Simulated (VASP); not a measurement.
# AlBiO4 (P-43m) in VASP: a series of runs

The runs below take AlBiO4 through single point, relaxation of cell and atoms, with PBE.

All numbers are computed with VASP 6.6.1; they aren't measurements. Logs are shortened: lines on timing, memory, paths and dates and some standing lists are left out, and cuts for length are marked.

## (1) The cell of the first run

It takes space group P-43m (No. 215, cubic). Conventional cell: a = 4.339 Å, b = 4.339 Å, c = 4.339 Å, α = 90.00°, β = 90.00°, γ = 90.00°. Within 2.3 Å of Al (site symmetry -43m) lie 4 O at 1.76 Å. Within 2.6 Å of Bi (site symmetry -43m) lie 4 O at 1.99 Å. Within 2.3 Å of O (site symmetry 3m) lie 1 Al at 1.76 Å and 1 Bi at 1.99 Å.

The cell was generated, and may not be a known phase.

## (2) Single point, PBE

Input file INCAR:

```
ALGO     = Normal         # electronic algorithm
EDIFF    = 1E-6           # SCF threshold, eV
ENCUT    = 520            # plane-wave cutoff, eV
GGA      = PE             # functional
ISIF     = 2              # what is computed and relaxed
ISMEAR   = 0              # smearing method
LASPH    = True           # aspherical terms in the spheres
LCHARG   = False          # write CHGCAR
LREAL    = False          # projectors in reciprocal space
LWAVE    = False          # write WAVECAR
NBANDS   = 30             # bands
NELM     = 100            # most SCF steps
PREC     = Accurate       # precision mode
SIGMA    = 0.1            # smearing width, eV
```

Input file KPOINTS:

```
k-points
0
Gamma
  4 4 4
```

Input file POSCAR:

```
AlBiO4
1.0
    4.3386151953      0.0000000000      0.0000000000
    0.0000000000      4.3386151953      0.0000000000
    0.0000000000      0.0000000000      4.3386151953
Al Bi O
1 1 4
Direct
    0.0000000000      0.0000000000      0.0000000000
    0.5000000000      0.5000000000      0.5000000000
    0.2345835164      0.2345835164      0.2345835164
    0.7654164836      0.7654164836      0.2345835164
    0.7654164836      0.2345835164      0.7654164836
    0.2345835164      0.7654164836      0.7654164836
```

Potentials or basis: VASP PAW PBE potentials, release 64 (Al, Bi_d, O).

On the command line:

```sh
$ cat potpaw_PBE.64/Al/POTCAR potpaw_PBE.64/Bi_d/POTCAR potpaw_PBE.64/O/POTCAR > POTCAR
$ mpirun -np 1 vasp_std > vasp.out
```

OUTCAR:

```text
EDIFF = 1E-6
   ENCUT = 520
   GGA = PE
   ISIF = 2
   ISMEAR = 0
   LASPH = True
   LREAL = False
   NELM = 100
   PREC = Accurate

 ion  position               nearest neighbor table
   1  0.000  0.000  0.000-   3 1.76   4 1.76   5 1.76   6 1.76
   2  0.500  0.500  0.500-   3 1.99   4 1.99   5 1.99   6 1.99
   3  0.235  0.235  0.235-   1 1.76   2 1.99
   4  0.765  0.765  0.235-   1 1.76   2 1.99
   5  0.765  0.235  0.765-   1 1.76   2 1.99
   6  0.235  0.765  0.765-   1 1.76   2 1.99

  LATTYP: Found a simple cubic cell.
 ALAT       =     4.3386151953

  Lattice vectors:

 A1 = (   4.3386151953,   0.0000000000,   0.0000000000)
 A2 = (   0.0000000000,   4.3386151953,   0.0000000000)
 A3 = (   0.0000000000,   0.0000000000,   4.3386151953)

Analysis of symmetry for initial positions (statically):
=====================================================================
 Subroutine PRICEL returns:
 Original cell was already a primitive cell.

 Routine SETGRP: Setting up the symmetry group for a
 simple cubic supercell.

 Subroutine GETGRP returns: Found 24 space group operations
 (whereof 24 operations were pure point group operations)
 out of a pool of 48 trial point group operations.

The static configuration has the point symmetry T_d .

Analysis of symmetry for dynamics (positions and initial velocities):
=====================================================================
 Subroutine PRICEL returns:
 Original cell was already a primitive cell.

 Routine SETGRP: Setting up the symmetry group for a
 simple cubic supercell.

 Subroutine GETGRP returns: Found 24 space group operations
 (whereof 24 operations were pure point group operations)
 out of a pool of 48 trial point group operations.

The dynamic configuration has the point symmetry T_d .

 Subroutine INISYM returns: Found 24 space group operations
 (whereof 24 operations are pure point group operations),
 and found     1 'primitive' translations

----------------------------------------------------------------------------------------

                                     Primitive cell

  volume of cell :      81.6683

  direct lattice vectors                    reciprocal lattice vectors
     4.338615195  0.000000000  0.000000000     0.230488291  0.000000000  0.000000000
     0.000000000  4.338615195  0.000000000     0.000000000  0.230488291  0.000000000
     0.000000000  0.000000000  4.338615195     0.000000000  0.000000000  0.230488291

  length of vectors
     4.338615195  4.338615195  4.338615195     0.230488291  0.230488291  0.230488291

  position of ions in fractional coordinates (direct lattice)
     0.000000000  0.000000000  0.000000000
     0.500000000  0.500000000  0.500000000
     0.234583516  0.234583516  0.234583516
     0.765416484  0.765416484  0.234583516
     0.765416484  0.234583516  0.765416484
     0.234583516  0.765416484  0.765416484

  ion indices of the primitive-cell ions
   primitive index   ion index
                 1           1
                 2           2
                 3           3
                 4           4
                 5           5
                 6           6

----------------------------------------------------------------------------------------

 KPOINTS: k-points

Automatic generation of k-mesh.
 Grid dimensions read from file:
 generate k-points for:    4    4    4

 Generating k-lattice:

  Cartesian coordinates                     Fractional coordinates (reciprocal lattice)
     0.057622073  0.000000000  0.000000000     0.250000000  0.000000000  0.000000000
     0.000000000  0.057622073  0.000000000     0.000000000  0.250000000  0.000000000
     0.000000000  0.000000000  0.057622073     0.000000000  0.000000000  0.250000000

  Length of vectors
     0.057622073  0.057622073  0.057622073

  Shift w.r.t. Gamma in fractional coordinates (k-lattice)
     0.000000000  0.000000000  0.000000000

 Subroutine IBZKPT returns following result:
 ===========================================

 Found     10 irreducible k-points:

 Following reciprocal coordinates:
            Coordinates               Weight
  0.000000  0.000000  0.000000      1.000000
  0.250000  0.000000  0.000000      6.000000
  0.500000  0.000000  0.000000      3.000000
  0.250000  0.250000  0.000000     12.000000
  0.500000  0.250000  0.000000     12.000000
  0.500000  0.500000  0.000000      3.000000
  0.250000  0.250000  0.250000      8.000000
  0.500000  0.250000  0.250000     12.000000
  0.500000  0.500000  0.250000      6.000000
  0.500000  0.500000  0.500000      1.000000
   k-points           NKPTS =     10   k-points in BZ     NKDIM =     10   number of bands    NBANDS=     30
   number of dos      NEDOS =    301   number of ions     NIONS =      6
   total plane-waves  NPLWV =  32768
   dimension x,y,z NGX =    32 NGY =   32 NGZ =   32
   dimension x,y,z NGXF=    64 NGYF=   64 NGZF=   64
   ions per type =               1   1   4
   NGX,Y,Z   is equivalent  to a cutoff of  12.26, 12.26, 12.26 a.u.
   NGXF,Y,Z  is equivalent  to a cutoff of  24.52, 24.52, 24.52 a.u.
 SYSTEM =  unknown system
   PREC   = accura    normal or accurate (medium, high low for compatibility)
   ISTART =      0    job   : 0-new  1-cont  2-samecut
   ICHARG =      2    charge: 1-file 2-atom 10-const
   ISPIN  =      1    spin polarized calculation?
   LNONCOLLINEAR =      F non collinear calculations
   LSORBIT =      F    spin-orbit coupling
   LASPH  =      T    aspherical Exc in radial PAW
   ENCUT  =  520.0 eV  38.22 Ry    6.18 a.u.   8.07  8.07  8.07*2*pi/ulx,y,z
   NELM   =    100;   NELMIN=  2; NELMDL= -5     # of ELM steps
   EDIFF  = 0.1E-05   stopping-criterion for ELM
   LREAL  =      F    real-space projection
   EDIFFG = 0.1E-04   stopping-criterion for IOM
   NSW    =      0    number of steps for IOM
   IBRION =     -1    ionic relax: 0-MD 1-quasi-New 2-CG
   NFREE  =      0    steps in history (QN), initial steepest desc. (CG)
   ISIF   =      2    stress and relaxation
   ISYM   =      2    0-nonsym 1-usesym 2-fastsym
   POTIM  = 0.5000    time-step for ionic-motion
   TEBEG  =    0.0;   TEEND  =   0.0 temperature during run
   PSTRESS=    0.0 pullay stress
   NELECT =      42.0000    total number of electrons
   NUPDOWN=      -1.0000    fix difference up-down
   EMIN   =  10.00;   EMAX   =-10.00  energy-range for DOS
   EFERMI =   0.00;   METHOD = LEGACY
   ISMEAR =     0;   SIGMA  =   0.10  broadening in eV -4-tet -1-fermi 0-gaus
   EFERMI_NEDOS =   21; number of points for ismear=-14 and -15
   IALGO  =     38    algorithm
   IMIX   =      4    mixing-type and parameters
     AMIX     =   0.40;   BMIX     =  1.00
     AMIX_MAG =   1.60;   BMIX_MAG =  1.00
  volume/ion in A,a.u.               =      13.61        91.85
  Fermi-wavevector in a.u.,A,eV,Ry     =   1.311616  2.478595 23.406609  1.720337
  Thomas-Fermi vector in A             =   2.442065
   LORBIT       =      0    0 simple, 1 ext, 2 COOP (PROOUT), +10 PAW based schemes
   GGA     = PE    functional components
   LHFCALC =     F    Hartree Fock is set to
   AEXX    =    0.0000 exact exchange contribution
   IVDW    =     0    specifies the selected vdW correction
   LEPSILON=     F    determine dielectric tensor
   LRPA    =     F    only Hartree local field effects (RPA)
 non-spin polarized calculation
 Gauss-broadening in eV      SIGMA  =   0.10
  energy-cutoff  :      520.00
  volume of cell :       81.67
 maximum number of plane-waves:      2272
   NGX = 17   NGY = 17   NGZ = 17

 number of electron      41.9999967 magnetization

 Free energy of the ion-electron system (eV)
  ---------------------------------------------------
  ext. energy  EPLUGINS =         0.00000000
  ---------------------------------------------------
  free energy    TOTEN  =       -35.01805728 eV

  energy without entropy =      -35.01432516  energy(sigma->0) =      -35.01619122

 E-fermi :   3.2897     XC(G=0): -10.0795

 val. band max:        3.2437315660   @ k =   0.5000   0.5000   0.0000
 cond. band min:       3.3994530156   @ k =   0.5000   0.5000   0.5000
 fundamental gap:      0.1557214495
 Fermi energy:         3.2896716807

 k-point     1 :       0.0000    0.0000    0.0000
  band No.  band energies     occupation
      1     -19.4043      2.00000
      2     -19.4043      2.00000
      3     -19.4043      2.00000
      4     -19.0185      2.00000
      5     -19.0185      2.00000
      6     -15.1426      2.00000
[... 22 lines left out ...]
     29      15.9820      0.00000
     30      16.7528      0.00000

 k-point     2 :       0.2500    0.0000    0.0000
  band No.  band energies     occupation
      1     -19.4096      2.00000
      2     -19.4096      2.00000
      3     -19.4079      2.00000
      4     -19.0182      2.00000
      5     -19.0118      2.00000
      6     -14.9233      2.00000
[... 22 lines left out ...]
     29      15.9546      0.00000
     30      16.0074      0.00000

 k-point     3 :       0.5000    0.0000    0.0000
  band No.  band energies     occupation
      1     -19.4148      2.00000
      2     -19.4148      2.00000
      3     -19.4114      2.00000
      4     -19.0178      2.00000
      5     -19.0052      2.00000
      6     -14.5733      2.00000
[... 22 lines left out ...]
     29      14.9563      0.00000
     30      16.0298      0.00000

 k-point     4 :       0.2500    0.2500    0.0000
  band No.  band energies     occupation
      1     -19.4182      2.00000
      2     -19.4119      2.00000
      3     -19.4102      2.00000
      4     -19.0148      2.00000
      5     -19.0081      2.00000
      6     -14.7356      2.00000
[... 154 lines left out ...]
     29      14.8003      0.00000
     30      16.0619      0.00000

 k-point     9 :       0.5000    0.5000    0.2500
  band No.  band energies     occupation
      1     -19.4313      2.00000
      2     -19.4224      2.00000
      3     -19.4224      2.00000
      4     -19.0042      2.00000
      5     -18.9974      2.00000
      6     -14.3719      2.00000
[... 22 lines left out ...]
     29      14.2452      0.00000
     30      16.2561      0.00000

 k-point    10 :       0.5000    0.5000    0.5000
  band No.  band energies     occupation
      1     -19.4287      2.00000
      2     -19.4287      2.00000
      3     -19.4287      2.00000
      4     -18.9973      2.00000
      5     -18.9973      2.00000
      6     -14.4162      2.00000
[... 22 lines left out ...]
     29      13.8338      0.00000
     30      17.1537      0.00000

------------------------ aborting loop because EDIFF is reached ----------------------------------------

  FORCE on cell =-STRESS in cart. coord.  units (eV):
  Direction    XX          YY          ZZ          XY          YZ          ZX
  --------------------------------------------------------------------------------------
  -------------------------------------------------------------------------------------
  Total        0.1168000      0.1168000      0.1168000      0.0000000     -0.0000000     -0.0000000
  in kB        2.2913958      2.2913958      2.2913958      0.0000000     -0.0000000     -0.0000000
  external PRESSURE =       2.2913958 kB  Pullay stress =       0.0000000 kB

 VOLUME and BASIS-vectors are now :
 -----------------------------------------------------------------------------
  energy-cutoff  :      520.00
  volume of cell :       81.67
      direct lattice vectors                 reciprocal lattice vectors
     4.338615195  0.000000000  0.000000000     0.230488291  0.000000000  0.000000000
     0.000000000  4.338615195  0.000000000     0.000000000  0.230488291  0.000000000
     0.000000000  0.000000000  4.338615195     0.000000000  0.000000000  0.230488291

 POSITION                                       TOTAL-FORCE (eV/Angst)
 -----------------------------------------------------------------------------------
      0.00000      0.00000      0.00000        -0.000000      0.000000      0.000000
      2.16931      2.16931      2.16931        -0.000000      0.000000      0.000000
      1.01777      1.01777      1.01777        -0.044857     -0.044857     -0.044857
      3.32085      3.32085      1.01777         0.044857      0.044857     -0.044857
      3.32085      1.01777      3.32085         0.044857     -0.044857      0.044857
      1.01777      3.32085      3.32085        -0.044857      0.044857      0.044857
 -----------------------------------------------------------------------------------
    total drift:                               -0.000000     -0.000000      0.000000

  FREE ENERGIE OF THE ION-ELECTRON SYSTEM (eV)
  ---------------------------------------------------
  free  energy   TOTEN  =       -35.0180572831 eV

  energy  without entropy=      -35.0143251632  energy(sigma->0) =      -35.01619122
```

Wall time 9.9 s (1 thread of Intel Xeon 6975P-C (Granite Rapids), shared host); peak memory 0.18 GiB.

Results:

* Free energy: -35.0181 eV
* Pressure: 0.2 GPa
* Largest force: 0.078 eV/Å
* Band gap on the k mesh: zero (bands 21 and 22 overlap by 0.35 eV)

Forces in eV/Å, atoms in the order of the input:
```
Al   0.000  0.000  0.000
Bi   0.000  0.000  0.000
O   -0.045 -0.045 -0.045
O    0.045  0.045 -0.045
O    0.045 -0.045  0.045
O   -0.045  0.045  0.045
```

Caveat: the k points lie up to 0.36 Å⁻¹ apart; spin-orbit coupling is left out, which moves the levels of the heavy elements.

## (3) Single point, PBE

This run uses another cell than the first one, of 15.21 Å³/atom.

Input file INCAR:

```
PREC = Accurate ; ENCUT = 520
EDIFF = 1E-7 ; ISMEAR = 0
SIGMA = 0.1 ; LREAL = F
LASPH = T ; NELM = 60
ALGO = Normal ; ISIF = 2
LWAVE = F ; LCHARG = T
GGA = PE ; LELF = T
LVHAR = T ; NBANDS = 30
```

Input file KPOINTS:

```
Automatic mesh
0
Gamma
  4 4 4
```

Input file POSCAR:

```
AlBiO4
1.0
    4.5024890200      0.0000000000      0.0000000000
    0.0000000000      4.5024890200      0.0000000000
    0.0000000000      0.0000000000      4.5024890200
Al Bi O
1 1 4
Direct
    0.0000000000      0.0000000000      0.0000000000
    0.5000000000      0.5000000000      0.5000000000
    0.2180726300      0.2180726300      0.2180726300
    0.7819273700      0.7819273700      0.2180726300
    0.7819273700      0.2180726300      0.7819273700
    0.2180726300      0.7819273700      0.7819273700
```

Potentials or basis: VASP PAW PBE potentials, release 64 (Al, Bi_d, O).

On the command line:

```sh
$ cat potpaw_PBE.64/Al/POTCAR potpaw_PBE.64/Bi_d/POTCAR potpaw_PBE.64/O/POTCAR > POTCAR
$ mpirun -np 1 vasp_std > vasp.out
```

Run time: 13 s. Hardware: 1 thread of Intel Xeon 6975P-C (Granite Rapids), shared host; peak memory 0.21 GiB.

Results (log left out):

```
Free energy            : -34.0957 eV
Pressure               : 0.3 GPa
Largest force          : 2.470 eV/Å
Band gap on the k mesh : zero (bands 21 and 22 overlap by 0.59 eV)
```

Forces in eV/Å, atoms in the order of the input:
```
Al   0.000  0.000  0.000
Bi   0.000  0.000  0.000
O    1.426  1.426  1.426
O   -1.426 -1.426  1.426
O   -1.426  1.426 -1.426
O    1.426 -1.426 -1.426
```

Levels at points of the mesh, in eV from the Fermi level:
```
           k point  band 18  band 19  band 20  band 21  band 22  band 23  band 24  band 25
(0.00, 0.00, 0.00)    -0.41    -0.41    -0.39    -0.39    -0.39     4.81     4.81     4.81
(0.50, 0.00, 0.00)    -0.79    -0.79    -0.24    -0.24     0.34     4.35     5.85     5.85
(0.50, 0.50, 0.00)    -0.52    -0.38    -0.38     0.20     0.26     5.71     5.71     5.76
(0.50, 0.50, 0.50)    -0.39    -0.39     0.07     0.07     0.07     5.45     5.45     5.45
```

Caveat: spin-orbit coupling is left out, which moves the levels of the heavy elements; forces of over 1 eV/Å act on the atoms, so gaps and moduli don't describe the material at rest.

## (4) Relaxation of cell and atoms, PBE

This run uses another cell than the first one, of 15.21 Å³/atom.

Input file INCAR:

```
PREC = Accurate
ENCUT = 600
EDIFF = 1E-6
ISMEAR = 0
SIGMA = 0.1
LREAL = F
LASPH = T
NELM = 80
ALGO = Normal
ISIF = 3
LWAVE = F
LCHARG = F
GGA = PE
IBRION = 2
NSW = 90
EDIFFG = -0.04
```

Input file KPOINTS:

```
regular mesh
0
Gamma
  4 4 4
```

POSCAR is that of step 3.

On the command line:

```sh
$ cat potpaw_PBE.64/Al/POTCAR potpaw_PBE.64/Bi_d/POTCAR potpaw_PBE.64/O/POTCAR > POTCAR
$ mpirun -np 1 vasp_std > vasp.out
```

It took 47 s on 1 thread of Intel Xeon 6975P-C (Granite Rapids), shared host; peak memory 0.22 GiB.

The run converged. Its results:

```
Free energy                           : -35.0484 eV
Relaxed volume                        : 13.64 Å³/atom
Relaxed cell                          : a = 4.342 Å, b = 4.342 Å, c = 4.342 Å, α = 90.00°, β = 90.00°, γ = 90.00°
Space group after relaxing (to 0.1 Å) : P-43m (No. 215)
Energy gained by relaxing             : 157.6 meV/atom
Ionic steps                           : 6
Pressure after relaxing               : -0.3 GPa
Largest force after relaxing          : 0.016 eV/Å
Band gap on the k mesh                : zero (bands 21 and 22 overlap by 0.36 eV)
```

Forces on the atoms (eV/Å):
```
Al   0.000  0.000  0.000
Bi   0.000  0.000  0.000
O    0.009  0.009  0.009
O   -0.009 -0.009  0.009
O   -0.009  0.009 -0.009
O    0.009 -0.009 -0.009
```

Step by step:
```tsv
step	energy change (eV)	largest force (eV/Å)	pressure (GPa)	volume (Å³)
1	0.0000	2.4703	0.16	91.28
2	-0.5667	0.0560	-10.92	91.48
3	-0.5667	0.0247	-10.99	91.48
4	-0.6641	2.4068	0.76	82.39
5	-0.7892	1.1463	-5.50	85.86
6	-0.9453	0.0156	-0.32	81.86
```

Final structure:
```cif
data_structure
_symmetry_space_group_name_H-M 'P 1'
_symmetry_Int_Tables_number 1
_cell_length_a 4.3420
_cell_length_b 4.3420
_cell_length_c 4.3420
_cell_angle_alpha 90.000
_cell_angle_beta 90.000
_cell_angle_gamma 90.000
_cell_volume 81.86
loop_
_atom_site_label
_atom_site_type_symbol
_atom_site_fract_x
_atom_site_fract_y
_atom_site_fract_z
_atom_site_occupancy
Al1 Al 0.00000 0.00000 0.00000 1
Bi1 Bi 0.50000 0.50000 0.50000 1
O1 O 0.23427 0.23427 0.23427 1
O2 O 0.76573 0.76573 0.23427 1
O3 O 0.76573 0.23427 0.76573 1
O4 O 0.23427 0.76573 0.76573 1
```

Levels at points of the mesh, in eV from the Fermi level:
| k point | band 17 | band 18 | band 19 | band 20 | band 21 | band 22 | band 23 | band 24 | band 25 |
| --- | --- | --- | --- | --- | --- | --- | --- | --- | --- |
| (0.00, 0.00, 0.00) | -0.85 | -0.85 | -0.68 | -0.40 | -0.40 | -0.40 | 5.26 | 5.26 | 5.26 |
| (0.50, 0.00, 0.00) | -1.50 | -1.00 | -1.00 | -0.61 | -0.61 | 1.39 | 5.20 | 6.98 | 6.98 |
| (0.50, 0.50, 0.00) | -1.61 | -0.77 | -0.77 | -0.58 | -0.04 | 1.40 | 7.02 | 7.02 | 7.20 |
| (0.50, 0.50, 0.50) | -0.38 | -0.38 | -0.24 | -0.24 | -0.24 | 0.07 | 6.84 | 6.84 | 6.84 |

Caveat: spin-orbit coupling is left out, which moves the levels of the heavy elements.

## (5) Overview

```csv
task,cell,cutoff (eV),gap on the mesh (eV),pressure (GPa),largest force (eV/Å)
single point,"a = 4.339 Å, 6 atoms, atomic positions A",520,none,0.2,0.08
single point,"a = 4.502 Å, 6 atoms, atomic positions B",520,none,0.3,2.47
relaxation of cell and atoms,"relaxed from a = 4.502 Å, 6 atoms, atomic positions B",600,none,-0.3,0.02
```

Alike in all rows: level PBE; potentials or basis VASP PAW PBE potentials, release 64 (Al, Bi_d, O); no spin polarisation; k mesh 4 × 4 × 4; smearing gaussian 0.1 eV.

Caveats: some runs use coarse meshes; spin-orbit coupling is left out, which moves the levels of the heavy elements; forces of over 1 eV/Å act on the atoms, so gaps and moduli don't describe the material at rest (at least some runs).

Total energies depend on the potentials used, so only differences within one code and one set of settings carry meaning.

The gap in the log of VASP goes by the Fermi energy; the results here count the filled bands.